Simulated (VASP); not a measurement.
# AlAs3 (P6_322) in VASP: single point with PBE

Aim: the single point of AlAs3 with PBE.

Everything below comes from runs of VASP 6.6.1. Logs are shortened: lines on timing, memory, paths and dates and some standing lists are left out, and cuts for length are marked.

## 1. The cell of the first run

It takes space group P6_322 (No. 182, hexagonal). Conventional cell: a = 5.276 Å, b = 5.276 Å, c = 7.276 Å, α = 90.00°, β = 90.00°, γ = 120.00°. Within 3.5 Å of Al (site symmetry 32) lie 6 As at 2.65 Å. As (site symmetry 2) has 6 As at 2.51 to 3.35 Å and 2 Al at 2.65 Å within 3.4 Å.

## 2. Single point, PBE

Contents of POSCAR:

```
AlAs3
1.0
    5.2755223464      0.0000000000      0.0000000000
   -2.6377611732      4.5687363702      0.0000000000
    0.0000000000      0.0000000000      7.2757227738
Al As
2 6
Direct
    0.6666666667      0.3333333333      0.2500000000
    0.3333333333      0.6666666667      0.7500000000
    0.2743255222      0.2743255222      0.0000000000
    0.7256744778      0.7256744778      0.5000000000
    0.2743255222      0.0000000000      0.5000000000
    0.0000000000      0.7256744778      0.0000000000
    0.7256744778      0.0000000000      0.0000000000
    0.0000000000      0.2743255222      0.5000000000
```

Contents of INCAR.step1:

```
SYSTEM = AlAs3
PREC = Accurate
ENCUT = 520
EDIFF = 1E-6
ISMEAR = 0
SIGMA = 0.1
LREAL = .False.
LASPH = .True.
NELM = 100
ALGO = Normal
ISIF = 2
LWAVE = .False.
LCHARG = .True.
GGA = PE
NBANDS = 28
```

Contents of KPOINTS.step1:

```
regular mesh
0
Gamma
  12 12 6
  0 0 0
```

Contents of INCAR.step2:

```
SYSTEM = AlAs3
PREC = Accurate
ENCUT = 520
EDIFF = 1E-6
ISMEAR = -5
SIGMA = 0.1
LREAL = .False.
LASPH = .True.
NELM = 100
ALGO = Normal
ISIF = 2
LWAVE = .False.
LCHARG = .False.
GGA = PE
LORBIT = 10
NEDOS = 1001
ICHARG = 11
```

Contents of KPOINTS.step2:

```
regular mesh
0
Gamma
  18 18 9
  0 0 0
```

Potentials or basis: VASP PAW PBE potentials, release 64 (Al, As).

On the command line:

```console
$ cat potpaw_PBE.64/Al/POTCAR potpaw_PBE.64/As/POTCAR > POTCAR
$ cp INCAR.step1 INCAR
$ cp KPOINTS.step1 KPOINTS
$ mpirun -np 1 vasp_std > vasp.out
$ cp INCAR.step2 INCAR
$ cp KPOINTS.step2 KPOINTS
$ mpirun -np 1 vasp_std > vasp.out
```

OUTCAR:

```text
SYSTEM = AlAs3
   PREC = Accurate
   ENCUT = 520
   EDIFF = 1E-6
   ISMEAR = -5
   LREAL = .False.
   LASPH = .True.
   NELM = 100
   ISIF = 2
   GGA = PE
   LORBIT = 10
   ICHARG = 11

 ion  position               nearest neighbor table
   1  0.667  0.333  0.250-   7 2.65   8 2.65   6 2.65   5 2.65   4 2.65   3 2.65
   2  0.333  0.667  0.750-   5 2.65   6 2.65   8 2.65   7 2.65   3 2.65   4 2.65
   3  0.274  0.274  0.000-   6 2.51   7 2.51   2 2.65   1 2.65
   4  0.726  0.726  0.500-   8 2.51   5 2.51   1 2.65   2 2.65
   5  0.274  0.000  0.500-   8 2.51   4 2.51   2 2.65   1 2.65
   6  0.000  0.726  0.000-   3 2.51   7 2.51   2 2.65   1 2.65
   7  0.726  0.000  0.000-   3 2.51   6 2.51   1 2.65   2 2.65
   8  0.000  0.274  0.500-   4 2.51   5 2.51   1 2.65   2 2.65

  LATTYP: Found a hexagonal cell.
 ALAT       =     5.2755223464
 C/A-ratio  =     1.3791473708

  Lattice vectors:

 A1 = (   5.2755223464,   0.0000000000,   0.0000000000)
 A2 = (  -2.6377611732,   4.5687363702,   0.0000000000)
 A3 = (   0.0000000000,   0.0000000000,   7.2757227738)

Analysis of symmetry for initial positions (statically):
=====================================================================
 Subroutine PRICEL returns:
 Original cell was already a primitive cell.

 Routine SETGRP: Setting up the symmetry group for a
 hexagonal supercell.

 Subroutine GETGRP returns: Found 12 space group operations
 (whereof  6 operations were pure point group operations)
 out of a pool of 24 trial point group operations.

The static configuration has the point symmetry D_3 .
 The point group associated with its full space group is D_6 .

Analysis of symmetry for dynamics (positions and initial velocities):
=====================================================================
 Subroutine PRICEL returns:
 Original cell was already a primitive cell.

 Routine SETGRP: Setting up the symmetry group for a
 hexagonal supercell.

 Subroutine GETGRP returns: Found 12 space group operations
 (whereof  6 operations were pure point group operations)
 out of a pool of 24 trial point group operations.

The dynamic configuration has the point symmetry D_3 .
 The point group associated with its full space group is D_6 .

 Subroutine INISYM returns: Found 12 space group operations
 (whereof  6 operations are pure point group operations),
 and found     1 'primitive' translations

----------------------------------------------------------------------------------------

                                     Primitive cell

  volume of cell :     175.3629

  direct lattice vectors                    reciprocal lattice vectors
     5.275522346  0.000000000  0.000000000     0.189554689  0.109439451  0.000000000
    -2.637761173  4.568736370  0.000000000     0.000000000  0.218878902  0.000000000
     0.000000000  0.000000000  7.275722774     0.000000000  0.000000000  0.137443390

  length of vectors
     5.275522346  5.275522346  7.275722774     0.218878902  0.218878902  0.137443390

  position of ions in fractional coordinates (direct lattice)
     0.666666667  0.333333333  0.250000000
     0.333333333  0.666666667  0.750000000
     0.274325522  0.274325522  0.000000000
     0.725674478  0.725674478  0.500000000
     0.274325522  0.000000000  0.500000000
     0.000000000  0.725674478  0.000000000
     0.725674478  0.000000000  0.000000000
     0.000000000  0.274325522  0.500000000

  ion indices of the primitive-cell ions
   primitive index   ion index
                 1           1
                 2           2
                 3           3
                 4           4
                 5           5
                 6           6
                 7           7
                 8           8

----------------------------------------------------------------------------------------

 KPOINTS: regular mesh

Automatic generation of k-mesh.
 Grid dimensions read from file:
 generate k-points for:   18   18    9

 Generating k-lattice:

  Cartesian coordinates                     Fractional coordinates (reciprocal lattice)
     0.010530816  0.006079969  0.000000000     0.055555556  0.000000000  0.000000000
     0.000000000  0.012159939  0.000000000     0.000000000  0.055555556  0.000000000
     0.000000000  0.000000000  0.015271488     0.000000000  0.000000000  0.111111111

  Length of vectors
     0.012159939  0.012159939  0.015271488

  Shift w.r.t. Gamma in fractional coordinates (k-lattice)
     0.000000000  0.000000000  0.000000000

 TETIRR: Found   2805 inequivalent tetrahedra from    17496

 Subroutine IBZKPT returns following result:
 ===========================================

 Found    185 irreducible k-points:

 Following reciprocal coordinates:
            Coordinates               Weight
  0.000000  0.000000  0.000000      1.000000
  0.055556 -0.000000  0.000000      6.000000
  0.111111 -0.000000  0.000000      6.000000
  0.166667 -0.000000  0.000000      6.000000
  0.222222  0.000000  0.000000      6.000000
  0.277778  0.000000  0.000000      6.000000
[... 16 lines left out ...]
  0.333333  0.111111  0.000000     12.000000
  0.388889  0.111111  0.000000     12.000000
 [... further k-points ...]
   k-points           NKPTS =    185   k-points in BZ     NKDIM =    185   number of bands    NBANDS=     23
   number of dos      NEDOS =   1001   number of ions     NIONS =      8
   total plane-waves  NPLWV =  86400
   dimension x,y,z NGX =    40 NGY =   40 NGZ =   54
   dimension x,y,z NGXF=    80 NGYF=   80 NGZF=  108
   ions per type =               2   6
   NGX,Y,Z   is equivalent  to a cutoff of  12.61, 12.61, 12.34 a.u.
   NGXF,Y,Z  is equivalent  to a cutoff of  25.21, 25.21, 24.68 a.u.
 SYSTEM =  AlAs3
   PREC   = accura    normal or accurate (medium, high low for compatibility)
   ISTART =      0    job   : 0-new  1-cont  2-samecut
   ICHARG =     11    charge: 1-file 2-atom 10-const
   ISPIN  =      1    spin polarized calculation?
   LNONCOLLINEAR =      F non collinear calculations
   LSORBIT =      F    spin-orbit coupling
   LASPH  =      T    aspherical Exc in radial PAW
   ENCUT  =  520.0 eV  38.22 Ry    6.18 a.u.   9.81  9.81 13.53*2*pi/ulx,y,z
   NELM   =    100;   NELMIN=  2; NELMDL=  0     # of ELM steps
   EDIFF  = 0.1E-05   stopping-criterion for ELM
   LREAL  =      F    real-space projection
   EDIFFG = 0.1E-04   stopping-criterion for IOM
   NSW    =      0    number of steps for IOM
   IBRION =     -1    ionic relax: 0-MD 1-quasi-New 2-CG
   NFREE  =      0    steps in history (QN), initial steepest desc. (CG)
   ISIF   =      2    stress and relaxation
   ISYM   =      2    0-nonsym 1-usesym 2-fastsym
   POTIM  = 0.5000    time-step for ionic-motion
   TEBEG  =    0.0;   TEEND  =   0.0 temperature during run
   PSTRESS=    0.0 pullay stress
   NELECT =      36.0000    total number of electrons
   NUPDOWN=      -1.0000    fix difference up-down
   EMIN   =  10.00;   EMAX   =-10.00  energy-range for DOS
   EFERMI =   0.00;   METHOD = LEGACY
   ISMEAR =    -5;   SIGMA  =   0.10  broadening in eV -4-tet -1-fermi 0-gaus
   EFERMI_NEDOS =   21; number of points for ismear=-14 and -15
   IALGO  =     38    algorithm
   IMIX   =      4    mixing-type and parameters
     AMIX     =   0.40;   BMIX     =  1.00
     AMIX_MAG =   1.60;   BMIX_MAG =  1.00
  volume/ion in A,a.u.               =      21.92       147.93
  Fermi-wavevector in a.u.,A,eV,Ry     =   0.965746  1.824996 12.689693  0.932666
  Thomas-Fermi vector in A             =   2.095489
   LORBIT       =     10    0 simple, 1 ext, 2 COOP (PROOUT), +10 PAW based schemes
   GGA     = PE    functional components
   LHFCALC =     F    Hartree Fock is set to
   AEXX    =    0.0000 exact exchange contribution
   IVDW    =     0    specifies the selected vdW correction
   LEPSILON=     F    determine dielectric tensor
   LRPA    =     F    only Hartree local field effects (RPA)
 non-spin polarized calculation
 Fermi weights with tetrahedron method with Bloechl corrections
  energy-cutoff  :      520.00
  volume of cell :      175.36
 maximum number of plane-waves:      4748
 NGX is ok and might be reduce to    40

 number of electron      36.0000005 magnetization

 Free energy of the ion-electron system (eV)
  ---------------------------------------------------
  ext. energy  EPLUGINS =         0.00000000
  ---------------------------------------------------
  free energy    TOTEN  =       -34.24110055 eV

  energy without entropy =      -34.24110055  energy(sigma->0) =      -34.24110055

 E-fermi :   4.5759     XC(G=0):  -9.6224

 val. band max:        4.6338161833   @ k =   0.3333   0.2778   0.0000
 cond. band min:       4.5260205084   @ k =   0.2222   0.0000   0.4444
 fundamental gap:     -0.1077956749
 Fermi energy:         4.5758578704

 k-point     1 :       0.0000    0.0000    0.0000
  band No.  band energies     occupation
      1      -9.2722      2.00000
      2      -8.5564      2.00000
      3      -4.2382      2.00000
      4      -4.2382      2.00000
      5      -3.9728      2.00000
      6      -3.9728      2.00000
[... 15 lines left out ...]
     22       7.3478      0.00000
     23       9.1204      0.00000

 k-point     2 :       0.0556   -0.0000    0.0000
  band No.  band energies     occupation
      1      -9.2554      2.00000
      2      -8.5414      2.00000
      3      -4.3319      2.00000
      4      -4.2676      2.00000
      5      -4.0175      2.00000
      6      -3.9939      2.00000
[... 564 lines left out ...]
 k-point    24 :       0.3889    0.1111    0.0000
  band No.  band energies     occupation
      1      -8.4442      2.00000
      2      -7.8624      2.00000
      3      -6.4489      2.00000
      4      -5.5672      2.00000
      5      -5.1572      2.00000
      6      -4.6136      2.00000
[... 15 lines left out ...]
     22       6.7835      0.00000
     23       7.3274      0.00000

 [... further k-points ...]

------------------------ aborting loop because EDIFF is reached ----------------------------------------

  FORCE on cell =-STRESS in cart. coord.  units (eV):
  Direction    XX          YY          ZZ          XY          YZ          ZX
  --------------------------------------------------------------------------------------
  -------------------------------------------------------------------------------------
  Total        0.2798304      0.2798304      0.0287969     -0.0000000      0.0000000      0.0000000
  in kB        2.5566296      2.5566296      0.2630984     -0.0000000      0.0000000      0.0000000
  external PRESSURE =       1.7921192 kB  Pullay stress =       0.0000000 kB

 VOLUME and BASIS-vectors are now :
 -----------------------------------------------------------------------------
  energy-cutoff  :      520.00
  volume of cell :      175.36
      direct lattice vectors                 reciprocal lattice vectors
     5.275522346  0.000000000  0.000000000     0.189554689  0.109439451  0.000000000
    -2.637761173  4.568736370  0.000000000     0.000000000  0.218878902  0.000000000
     0.000000000  0.000000000  7.275722774     0.000000000  0.000000000  0.137443390

 POSITION                                       TOTAL-FORCE (eV/Angst)
 -----------------------------------------------------------------------------------
      2.63776      1.52291      1.81893        -0.000000     -0.000000     -0.000000
     -0.00000      3.04582      5.45679        -0.000000     -0.000000     -0.000000
      0.72361      1.25332      0.00000         0.020614      0.035705     -0.000000
      1.91416      3.31542      3.63786        -0.020614     -0.035705     -0.000000
      1.44721      0.00000      3.63786         0.041229      0.000000      0.000000
     -1.91416      3.31542      0.00000         0.020614     -0.035705     -0.000000
      3.82831      0.00000      0.00000        -0.041229     -0.000000     -0.000000
     -0.72361      1.25332      3.63786        -0.020614      0.035705     -0.000000
 -----------------------------------------------------------------------------------
    total drift:                                0.000000     -0.000000      0.000000

  FREE ENERGIE OF THE ION-ELECTRON SYSTEM (eV)
  ---------------------------------------------------
  free  energy   TOTEN  =       -34.2411005460 eV

  energy  without entropy=      -34.2411005460  energy(sigma->0) =      -34.24110055

 total charge

# of ion       s       p       d       tot
------------------------------------------
    1        0.427   0.294   0.000   0.721
    2        0.427   0.294   0.000   0.721
    3        1.272   1.404   0.045   2.721
    4        1.272   1.404   0.045   2.721
    5        1.272   1.404   0.045   2.721
    6        1.272   1.404   0.045   2.721
    7        1.272   1.404   0.045   2.721
    8        1.272   1.404   0.045   2.721
--------------------------------------------------
tot          8.488   9.015   0.269  17.771
```

Wall time 6 min (1 thread of Intel Xeon 6975P-C (Granite Rapids), shared host); peak memory 0.7 GiB.

What came out:

- Valence electrons inside the program's atomic spheres: Al 0.72; As 2.72

Levels at points of the mesh, in eV from the Fermi level:
```tsv
k point	band 15	band 16	band 17	band 18	band 19	band 20	band 21	band 22
(0.00, 0.00, 0.00)	-2.48	-0.70	-0.70	-0.68	-0.36	-0.36	0.72	2.77
(0.50, 0.00, 0.00)	-1.13	-0.65	-0.59	0.08	0.69	0.84	2.07	2.12
```

Caveat: tetrahedron occupations give inexact forces and stress in metals.
